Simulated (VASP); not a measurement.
Crystal: ScAl3.

```xyz
4
Lattice="4.1000 0.0000 0.0000 0.0000 4.1000 0.0000 0.0000 0.0000 4.1000" Properties=species:S:1:pos:R:3 pbc="T T T"
Al    0.0000    2.0500    2.0500
Al    2.0500    0.0000    2.0500
Al    2.0500    2.0500    0.0000
Sc    0.0000    0.0000    0.0000
```

```yaml
Program: VASP 6.6.1
Task: relaxation of cell and atoms
Functional: LDA
Potentials_or_basis: VASP PAW LDA potentials, release 64 (Al, Sc_sv)
Cutoff: 600 eV
k_mesh: 12 × 12 × 12
Occupations: gaussian, width 0.1 eV
Spin: no spin polarisation
```

At the start: pressure -4.2 GPa; volume 17.23 Å³/atom.

Problem. How do energy, volume and symmetry change on relaxing?

Solution. Over 3 steps the energy falls by 11.2 meV/atom and the volume is 16.42 Å³/atom (-4.7 %); space group Pm-3m (No. 221, to 0.1 Å) before and after.

The path:
| step | energy change (eV) | largest force (eV/Å) | pressure (GPa) | volume (Å³) |
| --- | --- | --- | --- | --- |
| 1 | 0.0000 | 0.0000 | -4.23 | 68.92 |
| 2 | -0.0379 | 0.0000 | 1.84 | 64.48 |
| 3 | -0.0447 | 0.0000 | 0.00 | 65.67 |

Final structure:
```
CELL_PARAMETERS angstrom
4.03452 0.00000 0.00000
0.00000 4.03452 0.00000
0.00000 0.00000 4.03452
ATOMIC_POSITIONS crystal
Al 0.00000 0.50000 0.50000
Al 0.50000 0.00000 0.50000
Al 0.50000 0.50000 0.00000
Sc 0.00000 0.00000 0.00000
```
